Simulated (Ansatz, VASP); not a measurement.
One calculation of Sb3O2, two programs

```xyz
5
Lattice="3.7194 2.1474 2.1988 -3.7194 2.1474 2.1988 0.0000 -4.2948 2.1988" Properties=species:S:1:pos:R:3 pbc="T T T"
Sb   -1.8597    1.0737    1.0994
Sb    0.0000   -2.1474    1.0994
Sb    1.8597    1.0737    1.0994
O     0.0000    0.0000    4.9843
O     0.0000    0.0000    1.6120
```

Alike in both runs: functional PBE; k mesh 12 × 12 × 12; occupations gaussian, width 0.1 eV; no spin polarisation.

Ansatz relaxed the structure, and its values are those at the end. VASP's run is a single point on that final structure, the one shown.

|  | VASP | Ansatz |
| --- | --- | --- |
| version | VASP 6.6.1 | Ansatz 0.2.0 |
| potentials or method | VASP PAW PBE potentials, release 64 (Sb, O), cutoff 520 eV | scalar-relativistic, plane waves, PAW |
| valence electrons in the cell | 27 | 57 |

VASP gave:

| Item | Value |
| --- | --- |
| gap on the k mesh at the Fermi level (eV) | none |
| pressure (GPa) | -0.4 |
| rms of the force components (eV/Å) | 0.011 |

**Question.** What did Ansatz give for the same quantities?

**Answer.** gap on the k mesh at the Fermi level (eV): none; pressure (GPa): 0.0; rms of the force components (eV/Å): 0.000.

A gap of «none» marks a metal or a gap that the smearing closes. With one functional, cell and mesh, what is left measures potentials, basis and numerics. VASP's potentials hold 27 valence electrons a cell and Ansatz's 57, so a difference there can come from the potentials and not from the codes.

Spin-orbit coupling is off throughout.
